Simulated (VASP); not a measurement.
## LiMg8: single point with LDA

System: LiMg8, a slab with vacuum.

```
CELL_PARAMETERS angstrom
6.29323 0.00000 0.00000
0.00000 5.03889 0.00000
0.00000 0.00000 19.08461
ATOMIC_POSITIONS crystal
Mg 0.00000 0.75000 0.20959
Mg 0.50000 0.75000 0.20959
Mg 0.25000 0.25000 0.25719
Mg 0.75000 0.25000 0.25719
Mg 0.25000 0.75000 0.35659
Mg 0.75000 0.75000 0.35659
Mg 0.00000 0.25000 0.39742
Mg 0.50000 0.25000 0.39742
Li 0.18750 0.50000 0.50252
```

| Quantity | Value |
| --- | --- |
| Program | VASP 6.6.1 |
| Task | single point |
| Functional | LDA |
| Potentials or basis | VASP PAW LDA potentials, release 64 (Mg, Li_sv) |
| Cutoff | 520 eV |
| k mesh | 4 × 5 × 1 |
| Occupations | gaussian, width 0.1 eV |
| Spin | no spin polarisation |

```
Largest force          : 0.503 eV/Å
Band gap on the k mesh : zero (an odd number of electrons rules out a gap without spin polarisation)
```

Forces on the atoms (eV/Å):
```
Mg   0.007  0.009  0.260
Mg  -0.006  0.011  0.272
Mg   0.001 -0.023 -0.176
Mg  -0.005 -0.014 -0.125
Mg   0.014 -0.017 -0.024
Mg   0.015 -0.033  0.101
Mg  -0.219 -0.288 -0.349
Mg   0.013 -0.020  0.049
Li   0.179  0.376 -0.008
```

Levels at points of the mesh, in eV from the Fermi level:
```tsv
k point	band 7	band 8	band 9	band 10	band 11	band 12	band 13	band 14
(0.00, 0.00, 0.00)	-0.83	-0.65	-0.39	-0.13	0.37	1.11	1.69	1.73
(0.50, 0.00, 0.00)	-0.53	0.01	0.06	0.68	0.77	0.97	1.46	1.68
```

It took 2.4 min on 1 thread of Intel(R) Xeon(R) Platinum 8488C (Sapphire Rapids), with other jobs on the host, peak memory 0.49 GiB.
